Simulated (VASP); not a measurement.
Wanted: the native input for a VASP 6.6.1 run.

```yaml
Task: single point
Functional: PBE
Potentials_or_basis: VASP PAW PBE potentials, release 64 (Mn_pv, Ga_d, As)
Cutoff: 520 eV
k_mesh: 1 × 1 × 1
Occupations: fermi-dirac, width 0.1 eV
Spin: collinear spin, antiferromagnetic start
Starting_moments: "[1.8, -1.8, 0.0, 0.0, 0.0, 0.0, 0.0, 0.0, 0.0, 0.0, 0.0, 0.0, 0.0, 0.0, 0.0, 0.0] μB"
Dipole_correction: no
Further_INCAR_settings: LREAL = Auto; ALGO = Normal; EDIFF = 1e-06; NBANDS = 90; ISYM = 0
```

The structure of MnGa3As4 lies in POSCAR:

```
MnGa3As4
1.0
   11.3200000000      0.0000000000      0.0000000000
    0.0000000000      5.6600000000      0.0000000000
    0.0000000000      0.0000000000      5.6600000000
Mn Ga As
2 6 8
Direct
    0.0001067000      0.0093380000      0.0080409000
    0.5021918000      0.4903018000      0.4991735000
    0.0016570000      0.5030702000      0.4854438000
    0.2501918000      0.0123285000      0.5080789000
    0.2441515000      0.5032460000      0.0002490000
    0.4957531000      0.0021346000      0.9992459000
    0.7478519000      0.9994119000      0.5002890000
    0.7533028000      0.4973794000      0.9934753000
    0.1289719000      0.2468124000      0.2633515000
    0.1261073000      0.7491471000      0.7453624000
    0.3709513000      0.2506224000      0.7472603000
    0.3752600000      0.7538657000      0.2598983000
    0.6261096000      0.2390176000      0.2675485000
    0.6293383000      0.7473862000      0.7476190000
    0.8737004000      0.2429498000      0.7449165000
    0.8727849000      0.7683002000      0.2513953000
```

One way to write it, as run:

INCAR

```
  ALGO = Normal
  EDIFF = 1E-6
  ENCUT = 520
  GGA = PE
  ISIF = 2
  ISMEAR = -1
  ISPIN = 2
  ISYM = 0
  LASPH = T
  LCHARG = T
  LELF = T
  LMAXMIX = 4
  LORBIT = 11
  LREAL = Auto
  LVHAR = T
  LWAVE = F
  MAGMOM = 1.8 -1.8 0 0 0 0 0 0 0 0 0 0 0 0 0 0
  NBANDS = 90
  NELM = 150
  PREC = Accurate
  SIGMA = 0.1
```

KPOINTS

```
k-points
0
Gamma
  1 1 1
```

Potentials or basis: VASP PAW PBE potentials, release 64 (Mn_pv, Ga_d, As).

The run is started by

```console
$ cat potpaw_PBE.64/Mn_pv/POTCAR potpaw_PBE.64/Ga_d/POTCAR potpaw_PBE.64/As/POTCAR > POTCAR
$ mpirun -np 1 vasp_gam > vasp.out
```

Results of the run:

| Item | Value |
| --- | --- |
| Pressure | 0.0 GPa |
| Largest force | 2.069 eV/Å |
| Band gap on the k mesh | 0.40 eV |
| Net moment | -0.02 μB per cell |
| Site moments | Mn +1.02, -0.96; Ga -0.01, +0.02; As -0.03, +0.03, +0.04, -0.04 μB |
| Valence electrons inside the program's atomic spheres | Mn 11.61, 11.63; Ga 11.67, 11.75, 11.66, 11.65, 11.78, 11.64; As 2.84, 2.80, 2.82, 2.79, 2.81 |

Caveat: the k points lie up to 1.11 Å⁻¹ apart; forces of over 1 eV/Å act on the atoms, so gaps and moduli don't describe the material at rest.

Wall time 12 min on 1 thread of Intel(R) Xeon(R) Platinum 8488C (Sapphire Rapids), on a shared host, peak memory 0.5 GiB.
